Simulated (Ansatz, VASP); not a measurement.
## Two plane-wave programs on SrO

```
Sr O
1.0
     0.00000    2.58066    2.58066
     2.58066    0.00000    2.58066
     2.58066    2.58066    0.00000
Sr O
1 1
Direct
  0.00000 0.00000 0.00000
  0.50000 0.50000 0.50000
```

Alike in both runs: task single point; functional r2SCAN; k mesh 6 × 6 × 6; occupations gaussian, width 0.1 eV; no spin polarisation.

|  | VASP | Ansatz |
| --- | --- | --- |
| version | VASP 6.6.1 | Ansatz 0.2.0 |
| potentials or method | VASP PAW PBE potentials, release 64 (Sr_sv, O), cutoff 520 eV | scalar-relativistic, plane waves, PAW |
| valence electrons in the cell | 16 | 16 |

```tsv
	VASP	Ansatz	Ansatz less VASP
gap on the k mesh at the Fermi level (eV)	3.75	3.80	+0.051
least direct gap on the mesh (eV)	3.84	3.88	+0.039
pressure (GPa)	0.4	-0.1	-0.50
```

VASP's potentials were made for PBE, not for r2SCAN.
